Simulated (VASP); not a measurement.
NaHgF3: single point with PBE

The system is NaHgF3.

```xyz
5
Lattice="4.4088 0.0000 0.0000 0.0000 4.4088 0.0000 0.0000 0.0000 4.5685" Properties=species:S:1:pos:R:3 pbc="T T T"
Na    0.0000    0.0000    0.0000
Hg    2.2044    2.2044    2.2842
F     2.2044    2.2044    0.0000
F     2.2044    0.0000    2.2842
F     0.0000    2.2044    2.2842
```

This cell differs from its parent crystal: epitaxial xy strain -2.0%.

* Program: VASP 6.6.1
* Task: single point
* Functional: PBE
* Potentials or basis: VASP PAW PBE potentials, release 64 (Na_pv, Hg, F)
* Cutoff: 520 eV
* k mesh: 6 × 6 × 6
* Occupations: fermi-dirac, width 0.02 eV
* Spin: no spin polarisation

```json
{"Pressure": "4.5 GPa", "Band gap on the k mesh": "0.12 eV, indirect (least direct gap 3.06 eV)"}
```

Stress tensor (GPa, compression positive):
```
5.47 0.00 0.00
0.00 5.47 0.00
0.00 0.00 2.66
```

Levels at points of the mesh, in eV from the valence-band top:
```
           k point  band 18  band 19  band 20  band 21  band 22  band 23
(0.00, 0.00, 0.00)    -3.10    -2.94    -2.94     0.12     4.76     9.14
(0.50, 0.00, 0.00)    -2.57    -2.56    -2.32     3.05     4.38     7.58
(0.50, 0.50, 0.00)    -2.56    -2.55     0.00     4.69     5.81     6.26
(0.00, 0.00, 0.50)    -2.51    -2.51    -2.31     2.70     4.19     7.61
(0.50, 0.00, 0.50)    -2.56    -2.51    -0.22     4.46     5.72     6.08
(0.50, 0.50, 0.50)    -2.52    -0.28     0.00     5.80     5.85     7.31
```

Wall time 76 s on 1 thread of Intel(R) Xeon(R) Platinum 8375C CPU @ 2.90GHz (Ice Lake), with other jobs on the host, peak memory 0.25 GiB.

Caveat: the cell differs from its parent crystal (epitaxial xy strain -2.0%); spin-orbit coupling is left out, which moves the levels of the heavy elements. A k mesh can miss the band edges.
